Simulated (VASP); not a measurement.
The system is PbS (Galena).

```
Pb S
1.0
     4.19420    0.00000    0.00000
     2.09710    3.63229    0.00000
     2.09710    1.21076    3.42455
Pb S
1 1
Direct
  0.00000 0.00000 0.00000
  0.50000 0.50000 0.50000
```

Base run:

* Program: VASP 6.6.1
* Functional: PBE
* Potentials or basis: VASP PAW PBE potentials, release 64 (Pb_d, S)
* Cutoff: 520 eV
* k mesh: 8 × 8 × 8
* Occupations: gaussian, width 0.01 eV
* Spin: no spin polarisation

Its results: band gap on the k mesh 0.36 eV, direct; pressure 2.2 GPa.

**Question.** After a change of settings the same cell gave: band gap on the k mesh 0.14 eV, direct; pressure 10.5 GPa. Which change was it?
A. k mesh from 8 × 8 × 8 to 6 × 6 × 6; further incar settings from ALGO = Normal; EDIFF = 1e-07; NBANDS = 17 to ALGO = Normal; EDIFF = 1e-06; NBANDS = 17
B. k mesh from 8 × 8 × 8 to 2 × 2 × 2
C. k mesh from 8 × 8 × 8 to 4 × 4 × 4

**Answer.** B.

Caveats: some runs use coarse meshes; spin-orbit coupling is left out, which moves the levels of the heavy elements.
